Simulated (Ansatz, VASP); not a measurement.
GaAs: VASP beside Ansatz

The input INCAR:

```
SYSTEM = GaAs
PREC     = Accurate       ! precision mode
ENCUT    = 500            ! plane-wave cutoff, eV
EDIFF    = 1E-6           ! SCF threshold, eV
ISMEAR   = 0              ! smearing method
SIGMA    = 0.02           ! smearing width, eV
LREAL    = .False.        ! projectors in reciprocal space
LASPH    = .True.         ! aspherical terms in the spheres
NELM     = 120            ! most SCF steps
ALGO     = Normal         ! electronic algorithm
ISIF     = 2              ! what is computed and relaxed
LWAVE    = .False.        ! write WAVECAR
LCHARG   = .False.        ! write CHGCAR
NBANDS   = 16             ! bands
GGA_COMPAT= .False.
```

The input KPOINTS:

```
regular mesh
0
Gamma
  8 8 8
  0 0 0
```

File POSCAR:

```
GaAs
1.0
    0.0000000000      2.8060000000      2.8060000000
    2.8060000000      0.0000000000      2.8060000000
    2.8060000000      2.8060000000      0.0000000000
Ga As
1 1
Direct
    0.0000000000      0.0000000000      0.0000000000
    0.2500000000      0.2500000000      0.2500000000
```

Input for Ansatz:

```yaml
crystal:
  lattice:
    - [0.0, 2.806, 2.806]
    - [2.806, 0.0, 2.806]
    - [2.806, 2.806, 0.0]
  atoms:
    - { symbol: Ga, position: [0.0, 0.0, 0.0] }
    - { symbol: As, position: [0.25, 0.25, 0.25] }
basis:
  ecutwfc: 420
kpoints:
  mp_grid: { grid: [8, 8, 8] }
hamiltonian:
  xc: lda
scf:
  occupations: { method: gaussian, width: 0.02 }
output:
  forces: true
  stress: true
  eigenvalues: true
```

Alike in both runs: task single point; functional LDA; k mesh 8 × 8 × 8; occupations gaussian, width 0.02 eV; no spin polarisation.

|  | VASP | Ansatz |
| --- | --- | --- |
| version | VASP 6.6.1 | Ansatz 0.2.0 |
| potentials or method | VASP PAW LDA potentials, release 64 (Ga_d, As), cutoff 500 eV | scalar-relativistic, plane waves, PAW |
| valence electrons in the cell | 18 | 28 |

```csv
,VASP,Ansatz,Ansatz less VASP
gap on the k mesh at the Fermi level (eV),0.50,0.45,-0.049
least direct gap on the mesh (eV),0.50,0.45,-0.049
pressure (GPa),-0.1,-0.4,-0.31
```

LDA's correlation is that of Perdew and Zunger in VASP and of Perdew and Wang (1992) in Ansatz. VASP's potentials hold 18 valence electrons a cell and Ansatz's 28, so a difference there can come from the potentials and not from the codes.
